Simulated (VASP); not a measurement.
AlNi3:

```xyz
4
Lattice="3.5667 0.0000 0.0000 0.0000 3.5667 0.0000 0.0000 0.0000 3.5667" Properties=species:S:1:pos:R:3 pbc="T T T"
Al    0.0000    0.0000    0.0000
Ni    0.0000    1.7833    1.7833
Ni    1.7833    0.0000    1.7833
Ni    1.7833    1.7833    0.0000
```

- Program: VASP 6.6.1
- Task: relaxation of cell and atoms
- Functional: PBE
- Dispersion: D3(BJ)
- Potentials or basis: VASP PAW PBE potentials, release 64 (Al, Ni)
- Cutoff: 600 eV
- k mesh: 12 × 12 × 12
- Occupations: gaussian, width 0.1 eV
- Spin: collinear spin, ferromagnetic start
- Starting moments: [0.0, 0.3, 0.3, 0.3] μB

At the start: pressure -6.6 GPa; volume 11.34 Å³/atom.

**Question.** How do energy, volume and symmetry change on relaxing?

**Answer.** Over 4 steps the energy falls by 8.8 meV/atom and the volume is 10.94 Å³/atom (-3.5 %); space group Pm-3m (No. 221, to 0.05 Å); moment 0.69 μB per cell.

Step by step:
| step | energy change (eV) | largest force (eV/Å) | pressure (GPa) | volume (Å³) |
| --- | --- | --- | --- | --- |
| 1 | 0.0000 | 0.0000 | -6.58 | 45.37 |
| 2 | -0.0078 | 0.0000 | 6.70 | 42.38 |
| 3 | -0.0353 | 0.0000 | 0.12 | 43.74 |
| 4 | -0.0352 | 0.0000 | -0.03 | 43.77 |

Final structure:
```cif
data_structure
_symmetry_space_group_name_H-M 'P 1'
_symmetry_Int_Tables_number 1
_cell_length_a 3.5242
_cell_length_b 3.5242
_cell_length_c 3.5242
_cell_angle_alpha 90.000
_cell_angle_beta 90.000
_cell_angle_gamma 90.000
_cell_volume 43.77
loop_
_atom_site_label
_atom_site_type_symbol
_atom_site_fract_x
_atom_site_fract_y
_atom_site_fract_z
_atom_site_occupancy
Al1 Al 0.00000 0.00000 0.00000 1
Ni1 Ni 0.00000 0.50000 0.50000 1
Ni2 Ni 0.50000 0.00000 0.50000 1
Ni3 Ni 0.50000 0.50000 0.00000 1
```

Caveat: pairwise dispersion overbinds metals, which lowers pressure and volume.
